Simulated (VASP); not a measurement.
Set up this calculation in VASP 6.6.1, as the native input.

```yaml
Task: single point
Functional: PBEsol
Dispersion: D3(BJ)
Potentials_or_basis: VASP PAW PBE potentials, release 64 (C)
Cutoff: 520 eV
k_mesh: 21 × 21 × 8
Occupations: gaussian, width 0.15 eV
Spin: no spin polarisation
Dipole_correction: no
Further_INCAR_settings: ALGO = Normal; EDIFF = 1e-06; NBANDS = 16
```

The structure of C lies in POSCAR:

```
C
1.0
    2.4978572290      0.0000000000      0.0000000000
   -1.2489286145      2.1632078154      0.0000000000
    0.0000000000      0.0000000000      6.3717840056
C
4
Direct
    0.0000000000      0.0000000000      0.0025000000
    0.0000000000      0.0000000000      0.5025000000
    0.3333333333      0.6666666667      0.0025000000
    0.6666666667      0.3333333333      0.5025000000
```

The input as run:

INCAR

```
SYSTEM = C
ALGO = Normal
EDIFF = 1E-6
ENCUT = 520
GGA = PS
ISIF = 2
ISMEAR = 0
IVDW = 12
LASPH = .True.
LCHARG = .False.
LREAL = .False.
LWAVE = .False.
NBANDS = 16
NELM = 60
PREC = Accurate
SIGMA = 0.15
```

KPOINTS

```
k-points
0
Gamma
  21 21 8
  0 0 0
```

Potentials or basis: VASP PAW PBE potentials, release 64 (C).

Run with:

```sh
$ cat potpaw_PBE.64/C/POTCAR > POTCAR
$ mpirun -np 1 vasp_std > vasp.out
```

It gave:

| Item | Value |
| --- | --- |
| Pressure | -12.7 GPa |
| Band gap on the k mesh | zero (bands 8 and 9 overlap by 0.06 eV) |
| Dispersion energy per atom | -0.115 eV |

Caveat: the cell stands under tension; the PAW data sets were made with another functional, which shifts forces and pressure a little.

Wall time 58 s on 1 thread of Intel(R) Xeon(R) 6975P-C (Granite Rapids), on a shared host, peak memory 0.22 GiB.
